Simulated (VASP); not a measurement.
Wanted: the native input for a VASP 6.6.1 run.

```
Task                               : relaxation of cell and atoms
Functional                         : HSE06
Potentials or basis                : VASP PAW PBE potentials, release 64 (Hf_pv, C)
Cutoff                             : 600 eV
k mesh                             : 5 × 5 × 5
Occupations                        : fermi-dirac, width 0.05 eV
Spin                               : no spin polarisation
Dipole correction                  : no
Grid for exact exchange (PRECFOCK) : Normal
Further INCAR settings             : ALGO = Normal; EDIFF = 1e-06; IBRION = 2; EDIFFG = -0.01; NSW = 60; ISIF = 3
Share of exact exchange            : 0.25
Screening parameter                : 0.2079 1/Å
```

The system is HfC.

```
CELL_PARAMETERS angstrom
0.00000 2.32500 2.32500
2.32500 0.00000 2.32500
2.32500 2.32500 0.00000
ATOMIC_POSITIONS crystal
Hf 0.50000 0.50000 0.50000
C 0.00000 0.00000 0.00000
```

These files were run (other wordings do the same):

POSCAR

```
HfC
1.0
    0.0000000000      2.3250000000      2.3250000000
    2.3250000000      0.0000000000      2.3250000000
    2.3250000000      2.3250000000      0.0000000000
Hf C
1 1
Direct
    0.5000000000      0.5000000000      0.5000000000
    0.0000000000      0.0000000000      0.0000000000
```

INCAR.step1

```
ALGO = Normal
EDIFF = 1E-5
ENCUT = 600
GGA = PE
ISMEAR = -1
LASPH = T
LCHARG = F
LREAL = F
LWAVE = T
NBANDS = 14
NELM = 100
PREC = Accurate
SIGMA = 0.05
```

INCAR.step2

```
ALGO = Normal
EDIFF = 1E-6
EDIFFG = -0.01
ENCUT = 600
GGA = PE
HFSCREEN = 0.2079
IBRION = 2
ISIF = 3
ISMEAR = -1
ISTART = 1
LASPH = T
LCHARG = F
LHFCALC = T
LREAL = F
LWAVE = F
NELM = 100
NSW = 60
PREC = Accurate
PRECFOCK = Normal
SIGMA = 0.05
```

KPOINTS

```
k-points
0
Gamma
  5 5 5
```

Potentials or basis: VASP PAW PBE potentials, release 64 (Hf_pv, C).

The run is started by

```bash
$ cat potpaw_PBE.64/Hf_pv/POTCAR potpaw_PBE.64/C/POTCAR > POTCAR
$ cp INCAR.step1 INCAR
$ mpirun -np 1 vasp_std > vasp.out
$ cp INCAR.step2 INCAR
$ mpirun -np 1 vasp_std > vasp.out
```

It gave:

The relaxed volume is 12.38 Å³/atom. The relaxed cell is a = 3.271 Å, b = 3.271 Å, c = 3.271 Å, α = 60.00°, β = 60.00°, γ = 60.00°, the space group after relaxing (to 0.1 Å) is Fm-3m (No. 225) and the energy gained by relaxing is 2.3 meV/atom. The ionic steps are 3, the pressure after relaxing is 0.0 GPa and the band gap on the k mesh is zero (bands 7 and 8 overlap by 1.48 eV).

Caveat: the k points lie up to 0.47 Å⁻¹ apart in the final cell, too coarse for converged energies and pressures of a metal; the PAW data sets were made with another functional, which shifts forces and pressure a little; spin-orbit coupling is left out, which moves the levels of the heavy elements.

Wall time 16 min on 1 thread of Intel(R) Xeon(R) Platinum 8488C (Sapphire Rapids), with other jobs on the host, peak memory 0.27 GiB.
